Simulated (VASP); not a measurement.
A run of VASP 6.6.1:

The input POSCAR:

```
AlN
1.0
    0.0000000000      1.9683967343      1.9683967343
    1.9683967343      0.0000000000      1.9683967343
    1.9683967343      1.9683967343      0.0000000000
Al N
1 1
Direct
    0.0000000000      0.0000000000      0.0000000000
    0.5000000000      0.5000000000      0.5000000000
```

Contents of INCAR.step1:

```
PREC = Accurate
ENCUT = 520
ISMEAR = 0
SIGMA = 0.01
LREAL = False
LASPH = True
NELM = 60
NBANDS = 11
GGA = PE
ALGO = Normal
EDIFF = 1E-4
LWAVE = True
LCHARG = False
```

Contents of INCAR.step2:

```
PREC = Accurate
ENCUT = 520
EDIFF = 1E-7
ISMEAR = 0
SIGMA = 0.01
LREAL = False
LASPH = True
NELM = 60
ALGO = Normal
ISIF = 2
LWAVE = False
LCHARG = True
METAGGA = R2SCAN
LMIXTAU = True
LELF = True
LVHAR = True
NBANDS = 11
ISTART = 1
```

File KPOINTS:

```
Automatic mesh
0
Gamma
  10 10 10
```

Potentials or basis: VASP PAW PBE potentials, release 64 (Al, N).

Command:

```bash
$ cat potpaw_PBE.64/Al/POTCAR potpaw_PBE.64/N/POTCAR > POTCAR
$ cp INCAR.step1 INCAR
$ mpirun -np 1 vasp_std > vasp.out
$ cp INCAR.step2 INCAR
$ mpirun -np 1 vasp_std > vasp.out
```

Hardware: 1 thread of Intel Xeon 6975P-C (shared host).

Problem. Estimate the wall time of this run.

Solution. Run time: 32 s on 1 thread of Intel Xeon 6975P-C (shared host), peak memory 0.14 GiB. Counts: k points 47.
